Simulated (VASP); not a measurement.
# F (C2/m) in VASP: notebook

The runs below take F through relaxation of shape and atoms at fixed volume, single point, with PBE+D3(BJ).

Program: VASP 6.6.1. These are calculated values, not measurements. Logs are shortened: lines on timing, memory, paths and dates and some standing lists are left out, and cuts for length are marked.

### Step 1. The cell of the first run

The structure is monoclinic, space group C2/m (No. 12). The conventional cell has a = 5.689 Å, b = 3.228 Å, c = 7.287 Å, α = 90.00°, β = 108.09°, γ = 90.00°. Within 1.9 Å of F (site symmetry m) lie 1 F at 1.40 Å. F (site symmetry m) has 1 F at 1.40 Å within 1.9 Å.

### Step 2. Relaxation of shape and atoms at fixed volume, PBE+D3(BJ) (volume scaled by 0.91)

Contents of INCAR:

```
SYSTEM = F
ALGO     = Normal         ! electronic algorithm
EDIFF    = 1E-7           ! SCF threshold, eV
EDIFFG   = -0.01          ! ionic threshold
ENCUT    = 600            ! plane-wave cutoff, eV
GGA      = PE             ! functional
IBRION   = 2              ! ionic algorithm
ISIF     = 4              ! what is computed and relaxed
ISMEAR   = 0              ! smearing method
IVDW     = 12             ! dispersion correction
LASPH    = .True.         ! aspherical terms in the spheres
LCHARG   = .False.        ! write CHGCAR
LREAL    = .False.        ! projectors in reciprocal space
LWAVE    = .False.        ! write WAVECAR
NELM     = 100            ! most SCF steps
NSW      = 50             ! ionic steps
PREC     = Accurate       ! precision mode
SIGMA    = 0.02           ! smearing width, eV
```

Contents of KPOINTS:

```
k-points
0
Gamma
  8 8 4
  0 0 0
```

Contents of POSCAR:

```
F
1.0
    2.8411115707     -1.6142281539     -0.1336926843
    2.8411115707      1.6142281539     -0.1336926843
   -1.9340915791      0.0000000000      7.0252999951
F
4
Direct
    0.0779807312      0.0779807312      0.0957325419
    0.9220192688      0.9220192688      0.9042674581
    0.4990382037      0.4990382037      0.5958837857
    0.5009617963      0.5009617963      0.4041162143
```

Potentials or basis: VASP PAW PBE potentials, release 64 (F).

Started as:

```sh
$ cat potpaw_PBE.64/F/POTCAR > POTCAR
$ mpirun -np 1 vasp_std > vasp.out
```

OUTCAR:

```text
SYSTEM = F
   EDIFF = 1E-7
   EDIFFG = -0.01
   ENCUT = 600
   GGA = PE
   IBRION = 2
   ISIF = 4
   ISMEAR = 0
   IVDW = 12
   LASPH = .True.
   LREAL = .False.
   NELM = 100
   NSW = 50
   PREC = Accurate
 IVDW          = 12

 ion  position               nearest neighbor table
   1  0.078  0.078  0.096-   2 1.40
   2  0.922  0.922  0.904-   1 1.40
   3  0.499  0.499  0.596-   4 1.40
   4  0.501  0.501  0.404-   3 1.40

  LATTYP: Found a base centered monoclinic cell.
 ALAT       =     5.6885107686
 B/A-ratio  =     0.5675398077
 C/A-ratio  =     1.2809449871
 COS(beta)  =    -0.3104538028

  Lattice vectors:

 A1 = (   2.8411115707,  -1.6142281539,  -0.1336926843)
 A2 = (   2.8411115707,   1.6142281539,  -0.1336926843)
 A3 = (  -1.9340915791,   0.0000000000,   7.0252999951)

Analysis of symmetry for initial positions (statically):
=====================================================================
 Subroutine PRICEL returns:
 Original cell was already a primitive cell.

 Routine SETGRP: Setting up the symmetry group for a
 base centered monoclinic supercell.

 Subroutine GETGRP returns: Found  4 space group operations
 (whereof  4 operations were pure point group operations)
 out of a pool of  4 trial point group operations.

The static configuration has the point symmetry C_2h.

Analysis of symmetry for dynamics (positions and initial velocities):
=====================================================================
 Subroutine PRICEL returns:
 Original cell was already a primitive cell.

 Routine SETGRP: Setting up the symmetry group for a
 base centered monoclinic supercell.

 Subroutine GETGRP returns: Found  4 space group operations
 (whereof  4 operations were pure point group operations)
 out of a pool of  4 trial point group operations.

The dynamic configuration has the point symmetry C_2h.

 Subroutine INISYM returns: Found  4 space group operations
 (whereof  4 operations are pure point group operations),
 and found     1 'primitive' translations

----------------------------------------------------------------------------------------

                                     Primitive cell

  volume of cell :      63.6041

  direct lattice vectors                    reciprocal lattice vectors
     2.841111571 -1.614228154 -0.133692684     0.178297267 -0.309745558  0.049085910
     2.841111571  1.614228154 -0.133692684     0.178297267  0.309745558  0.049085910
    -1.934091579  0.000000000  7.025299995     0.006786056  0.000000000  0.144210903

  length of vectors
     3.270400774  3.270400774  7.286669353     0.360751511  0.360751511  0.144370478

  position of ions in fractional coordinates (direct lattice)
     0.077980731  0.077980731  0.095732542
     0.922019269  0.922019269  0.904267458
     0.499038204  0.499038204  0.595883786
     0.500961796  0.500961796  0.404116214

  ion indices of the primitive-cell ions
   primitive index   ion index
                 1           1
                 2           2
                 3           3
                 4           4

----------------------------------------------------------------------------------------

 KPOINTS: k-points

Automatic generation of k-mesh.
 Grid dimensions read from file:
 generate k-points for:    8    8    4

 Generating k-lattice:

  Cartesian coordinates                     Fractional coordinates (reciprocal lattice)
     0.022287158 -0.038718195  0.006135739     0.125000000 -0.000000000  0.000000000
     0.022287158  0.038718195  0.006135739    -0.000000000  0.125000000  0.000000000
     0.001696514  0.000000000  0.036052726    -0.000000000 -0.000000000  0.250000000

  Length of vectors
     0.045093939  0.045093939  0.036092620

  Shift w.r.t. Gamma in fractional coordinates (k-lattice)
     0.000000000  0.000000000  0.000000000

 Subroutine IBZKPT returns following result:
 ===========================================

 Found     78 irreducible k-points:

 Following reciprocal coordinates:
            Coordinates               Weight
  0.000000  0.000000  0.000000      1.000000
  0.125000  0.000000  0.000000      4.000000
  0.250000  0.000000  0.000000      4.000000
  0.375000 -0.000000  0.000000      4.000000
  0.500000  0.000000  0.000000      2.000000
  0.125000  0.125000  0.000000      2.000000
[... 16 lines left out ...]
  0.125000  0.000000  0.250000      4.000000
  0.250000  0.000000  0.250000      4.000000
 [... further k-points ...]
   k-points           NKPTS =     78   k-points in BZ     NKDIM =     78   number of bands    NBANDS=     18
   number of dos      NEDOS =    301   number of ions     NIONS =      4
   total plane-waves  NPLWV =  47040
   dimension x,y,z NGX =    28 NGY =   28 NGZ =   60
   dimension x,y,z NGXF=    56 NGYF=   56 NGZF=  120
   ions per type =               4
   NGX,Y,Z   is equivalent  to a cutoff of  14.23, 14.23, 13.69 a.u.
   NGXF,Y,Z  is equivalent  to a cutoff of  28.47, 28.47, 27.38 a.u.
 SYSTEM =  F
   PREC   = accura    normal or accurate (medium, high low for compatibility)
   ISTART =      0    job   : 0-new  1-cont  2-samecut
   ICHARG =      2    charge: 1-file 2-atom 10-const
   ISPIN  =      1    spin polarized calculation?
   LNONCOLLINEAR =      F non collinear calculations
   LSORBIT =      F    spin-orbit coupling
   LASPH  =      T    aspherical Exc in radial PAW
   ENCUT  =  600.0 eV  44.10 Ry    6.64 a.u.   6.53  6.53 14.55*2*pi/ulx,y,z
   NELM   =    100;   NELMIN=  2; NELMDL= -5     # of ELM steps
   EDIFF  = 0.1E-06   stopping-criterion for ELM
   LREAL  =      F    real-space projection
   EDIFFG = -.1E-01   stopping-criterion for IOM
   NSW    =     50    number of steps for IOM
   IBRION =      2    ionic relax: 0-MD 1-quasi-New 2-CG
   NFREE  =      1    steps in history (QN), initial steepest desc. (CG)
   ISIF   =      4    stress and relaxation
   ISYM   =      2    0-nonsym 1-usesym 2-fastsym
   POTIM  = 0.5000    time-step for ionic-motion
   TEBEG  =    0.0;   TEEND  =   0.0 temperature during run
   PSTRESS=    0.0 pullay stress
   NELECT =      28.0000    total number of electrons
   NUPDOWN=      -1.0000    fix difference up-down
   EMIN   =  10.00;   EMAX   =-10.00  energy-range for DOS
   EFERMI =   0.00;   METHOD = LEGACY
   ISMEAR =     0;   SIGMA  =   0.02  broadening in eV -4-tet -1-fermi 0-gaus
   EFERMI_NEDOS =   21; number of points for ismear=-14 and -15
   IALGO  =     38    algorithm
   IMIX   =      4    mixing-type and parameters
     AMIX     =   0.40;   BMIX     =  1.00
     AMIX_MAG =   1.60;   BMIX_MAG =  1.00
  volume/ion in A,a.u.               =      15.90       107.31
  Fermi-wavevector in a.u.,A,eV,Ry     =   1.245372  2.353412 21.101979  1.550952
  Thomas-Fermi vector in A             =   2.379597
   LORBIT       =      0    0 simple, 1 ext, 2 COOP (PROOUT), +10 PAW based schemes
   GGA     = PE    functional components
   LHFCALC =     F    Hartree Fock is set to
   AEXX    =    0.0000 exact exchange contribution
   IVDW    =    12    specifies the selected vdW correction
   LEPSILON=     F    determine dielectric tensor
   LRPA    =     F    only Hartree local field effects (RPA)
 conjugate gradient relaxation of ions
 non-spin polarized calculation
 Gauss-broadening in eV      SIGMA  =   0.02
  energy-cutoff  :      600.00
  volume of cell :       63.60
 maximum number of plane-waves:      2152
 NGX is ok and might be reduce to    28
   NGX = 13   NGY = 13   NGZ = 29

--------------------------------------- Ionic step        1  -------------------------------------------

 number of electron      27.9999994 magnetization

 Free energy of the ion-electron system (eV)
  ---------------------------------------------------
  ext. energy  EPLUGINS =         0.00000000
  ---------------------------------------------------
  free energy    TOTEN  =        -7.27710718 eV

  energy without entropy =       -7.27710718  energy(sigma->0) =       -7.27710718

------------------------ aborting loop because EDIFF is reached ----------------------------------------

 Edisp (eV)   -0.11838

 E8    (eV) :    -0.0259

  FORCE on cell =-STRESS in cart. coord.  units (eV):
  Direction    XX          YY          ZZ          XY          YZ          ZX
  --------------------------------------------------------------------------------------
  -------------------------------------------------------------------------------------
  Total       0.26869    -0.00461     2.27567     0.00000     0.00000     0.09912
  in kB       6.76836    -0.11610    57.32384     0.00000     0.00000     2.49681
  external pressure =       21.33 kB  Pullay stress =        0.00 kB
[... 103 lines left out ...]
  FREE ENERGIE OF THE ION-ELECTRON SYSTEM (eV)
  ---------------------------------------------------
  free  energy   TOTEN  =        -7.4184706375 eV

  energy  without entropy=       -7.4184706375  energy(sigma->0) =       -7.41847064

[... ionic steps 4 to 22 ...]

--------------------------------------- Ionic step       23  -------------------------------------------

 number of electron      27.9999995 magnetization

------------------------ aborting loop because EDIFF is reached ----------------------------------------

 Edisp (eV)   -0.11837

 E8    (eV) :    -0.0259
[... 73 lines left out ...]
  energy  without entropy=       -7.4192748961  energy(sigma->0) =       -7.41927490

--------------------------------------- Ionic step       25  -------------------------------------------

 number of electron      27.9999995 magnetization

 Free energy of the ion-electron system (eV)
  ---------------------------------------------------
  ext. energy  EPLUGINS =         0.00000000
  ---------------------------------------------------
  free energy    TOTEN  =        -7.30091381 eV

  energy without entropy =       -7.30091381  energy(sigma->0) =       -7.30091381

 E-fermi :  -4.9925     XC(G=0):  -7.6533

 val. band max:       -5.1095424889   @ k =   0.5000   0.5000   0.0000
 cond. band min:      -2.5644263579   @ k =   0.0000   0.0000   0.0000
 fundamental gap:      2.5451161310
 Fermi energy:        -4.9925252250

 k-point     1 :       0.0000    0.0000    0.0000
  band No.  band energies     occupation
      1     -29.9415      2.00000
      2     -29.7848      2.00000
      3     -23.9679      2.00000
      4     -23.5944      2.00000
      5     -11.7356      2.00000
      6     -10.8870      2.00000
[... 10 lines left out ...]
     17       4.0359      0.00000
     18       6.3447      0.00000
[... 466 lines left out ...]
      2     -29.7736      2.00000
      3     -23.8106      2.00000
      4     -23.6989      2.00000
      5     -11.4290      2.00000
      6     -11.1871      2.00000
[... 10 lines left out ...]
     17       5.8685      0.00000
     18       6.7146      0.00000

 [... further k-points ...]

------------------------ aborting loop because EDIFF is reached ----------------------------------------

 Edisp (eV)   -0.11836

 E8    (eV) :    -0.0259

  FORCE on cell =-STRESS in cart. coord.  units (eV):
  Direction    XX          YY          ZZ          XY          YZ          ZX
  --------------------------------------------------------------------------------------
  -------------------------------------------------------------------------------------
  Total      -0.00064    -0.01807     0.00135     0.00000     0.00000    -0.00281
  in kB      -0.01600    -0.45513     0.03404     0.00000     0.00000    -0.07068
  external pressure =       -0.15 kB  Pullay stress =        0.00 kB
[... 19 lines left out ...]
  FREE ENERGIE OF THE ION-ELECTRON SYSTEM (eV)
  ---------------------------------------------------
  free  energy   TOTEN  =        -7.4192775985 eV

  energy  without entropy=       -7.4192775985  energy(sigma->0) =       -7.41927760

 reached required accuracy - stopping structural energy minimisation
```

Run time: 14 min. Hardware: 1 thread of Intel Xeon Platinum 8488C (Sapphire Rapids), shared host; peak memory 0.25 GiB.

What came out:

```yaml
Free_energy: -7.4193 eV
Energy_gained_by_relaxing: 5.9 meV/atom
Ionic_steps: 25
Pressure_after_relaxing: 0.0 GPa
Largest_force_after_relaxing: 0.009 eV/Å
Band_gap_on_the_k_mesh: 2.55 eV, indirect (least direct gap 2.62 eV)
Dispersion_energy_per_atom: -0.030 eV
```

Forces in eV/Å, atoms in the order of the input:
```
F    0.009  0.000  0.000
F   -0.009  0.000  0.000
F   -0.002  0.000  0.002
F    0.002  0.000 -0.002
```

Step by step:
| step | energy change (eV) | largest force (eV/Å) | pressure (GPa) | volume (Å³) |
| --- | --- | --- | --- | --- |
| 1 | 0.0000 | 0.9288 | 2.13 | 63.60 |
| 2 | 0.1830 | 2.1694 | -5.69 | 63.60 |
| 3 | -0.0230 | 0.0323 | -0.14 | 63.60 |
| 4 | -0.0230 | 0.0084 | -0.07 | 63.60 |
| 5 | -0.0230 | 0.0244 | -0.03 | 63.60 |
| 6 | -0.0231 | 0.0257 | -0.03 | 63.60 |
| 7 | -0.0231 | 0.0576 | -0.02 | 63.60 |
| 8 | -0.0232 | 0.0503 | -0.03 | 63.60 |
| 9 | -0.0232 | 0.0288 | -0.05 | 63.60 |
| 10 | -0.0233 | 0.0158 | -0.09 | 63.60 |
| 11 | -0.0232 | 0.1019 | -0.16 | 63.60 |
| 12 | -0.0233 | 0.0437 | -0.11 | 63.60 |
| 13 | -0.0233 | 0.0429 | -0.10 | 63.60 |
| 14 | -0.0234 | 0.0414 | -0.07 | 63.60 |
| 15 | -0.0235 | 0.0662 | -0.02 | 63.60 |
| 16 | -0.0236 | 0.0443 | -0.01 | 63.60 |
| 17 | -0.0237 | 0.0330 | -0.02 | 63.60 |
| 18 | -0.0237 | 0.0245 | -0.04 | 63.60 |
| 19 | -0.0237 | 0.0494 | -0.09 | 63.60 |
| 20 | -0.0237 | 0.0406 | -0.09 | 63.60 |
| 21 | -0.0238 | 0.0220 | -0.07 | 63.60 |
| 22 | -0.0238 | 0.0277 | -0.06 | 63.60 |
| 23 | -0.0238 | 0.0122 | -0.03 | 63.60 |
| 24 | -0.0238 | 0.0113 | -0.01 | 63.60 |
| 25 | -0.0238 | 0.0089 | -0.01 | 63.60 |

Final structure:
```yaml
crystal:
  lattice:
    - [2.85761, -1.62362, -0.14423]
    - [2.85761, 1.62362, -0.14423]
    - [-1.97504, 0.00000, 6.95406]
  atoms:
    - { symbol: F, position: [0.08125, 0.08125, 0.09843] }
    - { symbol: F, position: [0.91875, 0.91875, 0.90157] }
    - { symbol: F, position: [0.50023, 0.50023, 0.59871] }
    - { symbol: F, position: [0.49977, 0.49977, 0.40129] }
```

Caveat: the cell differs from its parent crystal (volume scaled by 0.91). A k mesh can miss the band edges.

[end of part 1 of 2]
